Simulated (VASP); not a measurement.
Wanted: the native input for a VASP 6.6.1 run.

```
Task                   : single point
Functional             : PBEsol
Potentials or basis    : VASP PAW PBE potentials, release 64 (Li_sv, Se)
Cutoff                 : 750 eV
k mesh                 : 8 × 8 × 8
Occupations            : gaussian, width 0.01 eV
Spin                   : no spin polarisation
Dipole correction      : no
Further INCAR settings : ALGO = Normal; EDIFF = 1e-06; NBANDS = 13
```

The structure of Li2Se lies in POSCAR:

```
Li2Se
1.0
    2.7860621709      2.7860621709      0.0000000000
   -2.7860621709      2.7860621709      0.0000000000
    0.0000000000      2.7860621709      2.7860621709
Li Se
2 1
Direct
    0.2500000000      0.7500000000      0.5000000000
    0.7500000000      0.2500000000      0.5000000000
    0.0000000000      0.0000000000      0.0000000000
```

The input as run:

INCAR

```
SYSTEM = Li2Se
PREC = Accurate ; ENCUT = 750
EDIFF = 1E-6 ; ISMEAR = 0
SIGMA = 0.01 ; LREAL = .FALSE.
LASPH = .TRUE. ; NELM = 120
ALGO = Normal ; ISIF = 2
LWAVE = .FALSE. ; LCHARG = .TRUE.
GGA = PS ; LELF = .TRUE.
LVHAR = .TRUE. ; NBANDS = 13
GGA_COMPAT = .FALSE.
```

KPOINTS

```
Automatic mesh
0
G
  8 8 8
  0 0 0
```

Potentials or basis: VASP PAW PBE potentials, release 64 (Li_sv, Se).

Run with:

```console
$ cat potpaw_PBE.64/Li_sv/POTCAR potpaw_PBE.64/Se/POTCAR > POTCAR
$ mpirun -np 1 vasp_std > vasp.out
```

It gave:

```json
{"Pressure": "10.1 GPa", "Band gap on the k mesh": "2.57 eV, indirect (least direct gap 4.28 eV)"}
```

Caveat: the PAW data sets were made with another functional, which shifts forces and pressure a little.

It took 36 s on 1 thread of Intel(R) Xeon(R) Platinum 8375C CPU @ 2.90GHz (Ice Lake) (shared host), peak memory 0.21 GiB.
